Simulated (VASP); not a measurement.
# In (I4/mmm) in VASP: settings compared

Aim: see how the results for In move with the level of theory and the settings. Levels: PBEsol, PBE. Tasks: single point.

Program: VASP 6.6.1. These are calculated values, not measurements. Logs are shortened: lines on timing, memory, paths and dates and some standing lists are left out, and cuts for length are marked.

## (1) The cell of the first run

It takes space group I4/mmm (No. 139, tetragonal). Conventional cell: a = 3.233 Å, b = 3.233 Å, c = 4.844 Å, α = 90.00°, β = 90.00°, γ = 90.00°. Within 4.3 Å of In (site symmetry 4/mmm) lie 12 In at 3.23 to 3.33 Å.

## (2) Single point, PBEsol (functional PBEsol, strained)

Contents of INCAR:

```
PREC = Accurate
ENCUT = 520
EDIFF = 1E-6
ISMEAR = 0
SIGMA = 0.1
LREAL = False
LASPH = True
NELM = 60
ALGO = Fast
ISIF = 2
LWAVE = False
LCHARG = False
GGA = PS
NBANDS = 12
```

Contents of KPOINTS:

```
regular mesh
0
Gamma
  18 18 18
```

Contents of POSCAR:

```
In
1.0
   -1.6164418845      1.6164418845      2.4220712685
    1.6164418845     -1.6164418845      2.4220712685
    1.6164418845      1.6164418845     -2.4220712685
In
1
Direct
    0.0000000000      0.0000000000      0.0000000000
```

Potentials or basis: VASP PAW PBE potentials, release 64 (In_d).

Run with:

```
$ cat potpaw_PBE.64/In_d/POTCAR > POTCAR
$ mpirun -np 1 vasp_std > vasp.out
```

OUTCAR:

```text
PREC = Accurate
   ENCUT = 520
   EDIFF = 1E-6
   ISMEAR = 0
   LREAL = False
   LASPH = True
   NELM = 60
   ISIF = 2
   GGA = PS

 ion  position               nearest neighbor table
   1  0.000  0.000  0.000-

  LATTYP: Found a body centered tetragonal cell.
 ALAT       =     3.2328837690
 C/A-ratio  =     1.4983967514

  Lattice vectors:

 A1 = (  -1.6164418845,   1.6164418845,   2.4220712685)
 A2 = (   1.6164418845,  -1.6164418845,   2.4220712685)
 A3 = (   1.6164418845,   1.6164418845,  -2.4220712685)

Analysis of symmetry for initial positions (statically):
=====================================================================
 Subroutine PRICEL returns:
 Original cell was already a primitive cell.

 Routine SETGRP: Setting up the symmetry group for a
 body centered tetragonal supercell.

 Subroutine GETGRP returns: Found 16 space group operations
 (whereof 16 operations were pure point group operations)
 out of a pool of 16 trial point group operations.

The static configuration has the point symmetry D_4h.

Analysis of symmetry for dynamics (positions and initial velocities):
=====================================================================
 Subroutine PRICEL returns:
 Original cell was already a primitive cell.

 Routine SETGRP: Setting up the symmetry group for a
 body centered tetragonal supercell.

 Subroutine GETGRP returns: Found 16 space group operations
 (whereof 16 operations were pure point group operations)
 out of a pool of 16 trial point group operations.

The dynamic configuration has the point symmetry D_4h.

 Subroutine INISYM returns: Found 16 space group operations
 (whereof 16 operations are pure point group operations),
 and found     1 'primitive' translations

----------------------------------------------------------------------------------------

                                     Primitive cell

  volume of cell :      25.3144

  direct lattice vectors                    reciprocal lattice vectors
    -1.616441884  1.616441884  2.422071268     0.000000000  0.309321359  0.206434883
     1.616441884 -1.616441884  2.422071268     0.309321359  0.000000000  0.206434883
     1.616441884  1.616441884 -2.422071268     0.309321359  0.309321359  0.000000000

  length of vectors
     3.330495153  3.330495153  3.330495153     0.371880443  0.371880443  0.437446461

  position of ions in fractional coordinates (direct lattice)
     0.000000000  0.000000000  0.000000000

  ion indices of the primitive-cell ions
   primitive index   ion index
                 1           1

----------------------------------------------------------------------------------------

 KPOINTS: regular mesh

Automatic generation of k-mesh.
 Grid dimensions read from file:
 generate k-points for:   18   18   18

 Generating k-lattice:

  Cartesian coordinates                     Fractional coordinates (reciprocal lattice)
     0.000000000  0.017184520  0.011468605     0.055555556 -0.000000000  0.000000000
     0.017184520  0.000000000  0.011468605    -0.000000000  0.055555556  0.000000000
     0.017184520  0.017184520  0.000000000     0.000000000  0.000000000  0.055555556

  Length of vectors
     0.020660025  0.020660025  0.024302581

  Shift w.r.t. Gamma in fractional coordinates (k-lattice)
     0.000000000  0.000000000  0.000000000

 Subroutine IBZKPT returns following result:
 ===========================================

 Found    480 irreducible k-points:

 Following reciprocal coordinates:
            Coordinates               Weight
  0.000000  0.000000  0.000000      1.000000
  0.055556  0.000000 -0.000000      8.000000
  0.111111  0.000000 -0.000000      8.000000
  0.166667  0.000000 -0.000000      8.000000
  0.222222  0.000000 -0.000000      8.000000
  0.277778  0.000000  0.000000      8.000000
[... 16 lines left out ...]
 -0.277778  0.055556 -0.000000     16.000000
 -0.222222  0.055556 -0.000000     16.000000
 [... further k-points ...]
   k-points           NKPTS =    480   k-points in BZ     NKDIM =    480   number of bands    NBANDS=     12
   number of dos      NEDOS =    301   number of ions     NIONS =      1
   total plane-waves  NPLWV =  21952
   dimension x,y,z NGX =    28 NGY =   28 NGZ =   28
   dimension x,y,z NGXF=    56 NGYF=   56 NGZF=   56
   ions per type =               1
   NGX,Y,Z   is equivalent  to a cutoff of  13.98, 13.98, 13.98 a.u.
   NGXF,Y,Z  is equivalent  to a cutoff of  27.95, 27.95, 27.95 a.u.
 SYSTEM =  unknown system
   PREC   = accura    normal or accurate (medium, high low for compatibility)
   ISTART =      0    job   : 0-new  1-cont  2-samecut
   ICHARG =      2    charge: 1-file 2-atom 10-const
   ISPIN  =      1    spin polarized calculation?
   LNONCOLLINEAR =      F non collinear calculations
   LSORBIT =      F    spin-orbit coupling
   LASPH  =      T    aspherical Exc in radial PAW
   ENCUT  =  520.0 eV  38.22 Ry    6.18 a.u.   6.19  6.19  6.19*2*pi/ulx,y,z
   NELM   =     60;   NELMIN=  2; NELMDL= -5     # of ELM steps
   EDIFF  = 0.1E-05   stopping-criterion for ELM
   LREAL  =      F    real-space projection
   EDIFFG = 0.1E-04   stopping-criterion for IOM
   NSW    =      0    number of steps for IOM
   IBRION =     -1    ionic relax: 0-MD 1-quasi-New 2-CG
   NFREE  =      0    steps in history (QN), initial steepest desc. (CG)
   ISIF   =      2    stress and relaxation
   ISYM   =      2    0-nonsym 1-usesym 2-fastsym
   POTIM  = 0.5000    time-step for ionic-motion
   TEBEG  =    0.0;   TEEND  =   0.0 temperature during run
   PSTRESS=    0.0 pullay stress
   NELECT =      13.0000    total number of electrons
   NUPDOWN=      -1.0000    fix difference up-down
   EMIN   =  10.00;   EMAX   =-10.00  energy-range for DOS
   EFERMI =   0.00;   METHOD = LEGACY
   ISMEAR =     0;   SIGMA  =   0.10  broadening in eV -4-tet -1-fermi 0-gaus
   EFERMI_NEDOS =   21; number of points for ismear=-14 and -15
   IALGO  =     68    algorithm
   IMIX   =      4    mixing-type and parameters
     AMIX     =   0.40;   BMIX     =  1.00
     AMIX_MAG =   1.60;   BMIX_MAG =  1.00
  volume/ion in A,a.u.               =      25.31       170.83
  Fermi-wavevector in a.u.,A,eV,Ry     =   1.310993  2.477417 23.384356  1.718702
  Thomas-Fermi vector in A             =   2.441485
   LORBIT       =      0    0 simple, 1 ext, 2 COOP (PROOUT), +10 PAW based schemes
   GGA     = PS    functional components
   LHFCALC =     F    Hartree Fock is set to
   AEXX    =    0.0000 exact exchange contribution
   IVDW    =     0    specifies the selected vdW correction
   LEPSILON=     F    determine dielectric tensor
   LRPA    =     F    only Hartree local field effects (RPA)
 non-spin polarized calculation
 RMM-DIIS sequential band-by-band and
 Gauss-broadening in eV      SIGMA  =   0.10
  energy-cutoff  :      520.00
  volume of cell :       25.31
 maximum number of plane-waves:       697
 NGX is ok and might be reduce to    28
   NGX = 13   NGY = 13   NGZ = 13

 number of electron      13.0000002 magnetization

 Free energy of the ion-electron system (eV)
  ---------------------------------------------------
  ext. energy  EPLUGINS =         0.00000000
  ---------------------------------------------------
  free energy    TOTEN  =        -2.98382434 eV

  energy without entropy =       -2.98130769  energy(sigma->0) =       -2.98256602

 E-fermi :   7.7324     XC(G=0): -10.5631

 val. band max:        7.7305144037   @ k =  -0.3333   0.5000   0.3333
 cond. band min:       7.7341907848   @ k =  -0.3889   0.4444   0.2778
 fundamental gap:      0.0036763811
 Fermi energy:         7.7323567979

 k-point     1 :       0.0000    0.0000    0.0000
  band No.  band energies     occupation
      1      -6.9052      2.00000
      2      -6.8165      2.00000
      3      -6.8165      2.00000
      4      -6.7036      2.00000
      5      -6.6130      2.00000
      6      -2.0622      2.00000
      7      18.5508      0.00000
      8      18.5508      0.00000
      9      18.6997      0.00000
     10      19.3661      0.00000
     11      22.0101      0.00000
     12      22.0639      0.00000

 k-point     2 :       0.0556    0.0000   -0.0000
  band No.  band energies     occupation
      1      -6.9001      2.00000
      2      -6.8164      2.00000
      3      -6.8109      2.00000
      4      -6.7032      2.00000
      5      -6.6149      2.00000
      6      -1.9928      2.00000
      7      17.6284      0.00000
      8      18.4515      0.00000
      9      18.4820      0.00000
     10      19.2504      0.00000
     11      22.2491      0.00000
     12      22.2605      0.00000

 k-point     3 :       0.1111    0.0000   -0.0000
  band No.  band energies     occupation
      1      -6.8883      2.00000
      2      -6.8166      2.00000
      3      -6.7960      2.00000
      4      -6.6991      2.00000
      5      -6.6194      2.00000
      6      -1.7836      2.00000
      7      15.7746      0.00000
      8      18.0620      0.00000
      9      18.2088      0.00000
     10      19.2094      0.00000
     11      22.4318      0.00000
     12      22.7941      0.00000

 k-point     4 :       0.1667    0.0000   -0.0000
  band No.  band energies     occupation
      1      -6.8789      2.00000
      2      -6.8191      2.00000
      3      -6.7778      2.00000
      4      -6.6835      2.00000
      5      -6.6212      2.00000
      6      -1.4317      2.00000
      7      13.8091      0.00000
      8      17.5578      0.00000
      9      17.9157      0.00000
     10      19.1798      0.00000
     11      21.7268      0.00000
     12      23.5667      0.00000

 k-point     5 :       0.2222    0.0000   -0.0000
  band No.  band energies     occupation
      1      -6.8789      2.00000
      2      -6.8269      2.00000
      3      -6.7661      2.00000
      4      -6.6498      2.00000
      5      -6.6125      2.00000
      6      -0.9339      2.00000
      7      11.8839      0.00000
      8      17.0532      0.00000
      9      17.6331      0.00000
     10      19.1361      0.00000
     11      21.0826      0.00000
     12      23.1181      0.00000
[... 228 lines left out ...]
      1      -6.9068      2.00000
      2      -6.8511      2.00000
      3      -6.7855      2.00000
      4      -6.5603      2.00000
      5      -6.5085      2.00000
      6       1.2002      2.00000
      7       7.2381      2.00000
      8      15.4686      0.00000
      9      16.8158      0.00000
     10      18.5723      0.00000
     11      20.5532      0.00000
     12      21.7238      0.00000

 k-point    22 :      -0.3333    0.0556    0.0000
  band No.  band energies     occupation
      1      -6.8927      2.00000
      2      -6.8399      2.00000
      3      -6.7733      2.00000
      4      -6.5967      2.00000
      5      -6.5475      2.00000
      6       0.3083      2.00000
      7       8.8886      0.00000
      8      15.6809      0.00000
      9      17.0450      0.00000
     10      18.9861      0.00000
     11      20.9654      0.00000
     12      21.6080      0.00000

 k-point    23 :      -0.2778    0.0556   -0.0000
  band No.  band energies     occupation
      1      -6.8782      2.00000
      2      -6.8298      2.00000
      3      -6.7640      2.00000
      4      -6.6338      2.00000
      5      -6.5893      2.00000
      6      -0.4392      2.00000
      7      10.6551      0.00000
      8      15.9970      0.00000
      9      17.2815      0.00000
     10      19.4590      0.00000
     11      21.4020      0.00000
     12      21.6455      0.00000

 k-point    24 :      -0.2222    0.0556   -0.0000
  band No.  band energies     occupation
      1      -6.8670      2.00000
      2      -6.8254      2.00000
      3      -6.7653      2.00000
      4      -6.6647      2.00000
      5      -6.6199      2.00000
      6      -1.0393      2.00000
      7      12.5211      0.00000
      8      16.4061      0.00000
      9      17.5404      0.00000
     10      19.7097      0.00000
     11      21.6756      0.00000
     12      22.1755      0.00000

 [... further k-points ...]

------------------------ aborting loop because EDIFF is reached ----------------------------------------

  FORCE on cell =-STRESS in cart. coord.  units (eV):
  Direction    XX          YY          ZZ          XY          YZ          ZX
  --------------------------------------------------------------------------------------
  -------------------------------------------------------------------------------------
  Total        0.0744320      0.0744320      0.0780305      0.0000000     -0.0000000      0.0000000
  in kB        4.7108897      4.7108897      4.9386432      0.0000000     -0.0000000      0.0000000
  external PRESSURE =       4.7868076 kB  Pullay stress =       0.0000000 kB

 VOLUME and BASIS-vectors are now :
 -----------------------------------------------------------------------------
  energy-cutoff  :      520.00
  volume of cell :       25.31
      direct lattice vectors                 reciprocal lattice vectors
    -1.616441884  1.616441884  2.422071268     0.000000000  0.309321359  0.206434883
     1.616441884 -1.616441884  2.422071268     0.309321359  0.000000000  0.206434883
     1.616441884  1.616441884 -2.422071268     0.309321359  0.309321359  0.000000000

 POSITION                                       TOTAL-FORCE (eV/Angst)
 -----------------------------------------------------------------------------------
      0.00000      0.00000      0.00000         0.000000      0.000000      0.000000
 -----------------------------------------------------------------------------------
    total drift:                               -0.000000     -0.000000     -0.000000

  FREE ENERGIE OF THE ION-ELECTRON SYSTEM (eV)
  ---------------------------------------------------
  free  energy   TOTEN  =        -2.9838243419 eV

  energy  without entropy=       -2.9813076911  energy(sigma->0) =       -2.98256602
```

It took 1.7 min on 1 thread of Intel Xeon 6975P-C (Granite Rapids), shared host; peak memory 0.26 GiB.

Results:

```
Free energy : -2.9838 eV
Pressure    : 0.5 GPa
```

Levels at points of the mesh, in eV from the Fermi level:
```tsv
k point	band 4	band 5	band 6	band 7	band 8	band 9
(0.00, 0.00, 0.00)	-14.44	-14.35	-9.79	10.82	10.82	10.97
(0.50, 0.00, 0.00)	-14.23	-14.20	-4.34	-3.54	7.92	9.22
(0.50, 0.50, 0.00)	-14.21	-14.13	-2.12	-1.68	3.68	4.01
(0.50, 0.50, 0.50)	-14.18	-14.18	-2.73	-2.71	4.65	4.65
```

Caveat: the cell differs from its parent crystal (functional PBEsol, strained); the PAW data sets were made with another functional, which shifts forces and pressure a little; spin-orbit coupling is left out, which moves the levels of the heavy elements.

## (3) Single point, PBE (strained)

Contents of INCAR:

```
SYSTEM = In
  PREC = Accurate
  ENCUT = 520
  EDIFF = 1E-6
  ISMEAR = 0
  SIGMA = 0.1
  LREAL = .FALSE.
  LASPH = .TRUE.
  NELM = 60
  ALGO = Normal
  ISIF = 2
  LWAVE = .FALSE.
  LCHARG = .FALSE.
  GGA = PE
  NBANDS = 12
```

Contents of KPOINTS:

```
regular mesh
0
G
  16 16 16
  0 0 0
```

Contents of POSCAR:

```
In
1.0
   -1.6590470145      1.6590470145      2.4868887585
    1.6590470145     -1.6590470145      2.4868887585
    1.6590470145      1.6590470145     -2.4868887585
In
1
Direct
    0.0000000000      0.0000000000      0.0000000000
```

Potentials or basis: VASP PAW PBE potentials, release 64 (In_d).

Run with:

```
$ cat potpaw_PBE.64/In_d/POTCAR > POTCAR
$ mpirun -np 1 vasp_std > vasp.out
```

Wall time 52 s (1 thread of Intel Xeon 6975P-C (Granite Rapids), shared host); peak memory 0.24 GiB.

The run converged. Its results:

| Quantity | Value |
| --- | --- |
| Free energy | -2.5606 eV |
| Pressure | 0.1 GPa |

Levels at points of the mesh, in eV from the Fermi level:
```csv
k point,band 2,band 3,band 4,band 5,band 6,band 7,band 8,band 9,band 10,band 11
"(0.00, 0.00, 0.00)",-14.60,-14.60,-14.51,-14.44,-9.27,10.11,10.11,10.23,11.43,13.54
"(0.50, 0.00, 0.00)",-14.65,-14.58,-14.35,-14.32,-4.32,-3.21,7.43,8.63,10.88,11.31
"(0.50, 0.50, 0.00)",-14.73,-14.35,-14.33,-14.27,-1.91,-1.88,3.50,3.84,6.83,7.19
"(0.50, 0.50, 0.50)",-14.73,-14.34,-14.31,-14.31,-2.84,-2.45,4.44,4.44,7.73,7.84
```

Caveat: the cell differs from its parent crystal (strained); spin-orbit coupling is left out, which moves the levels of the heavy elements.
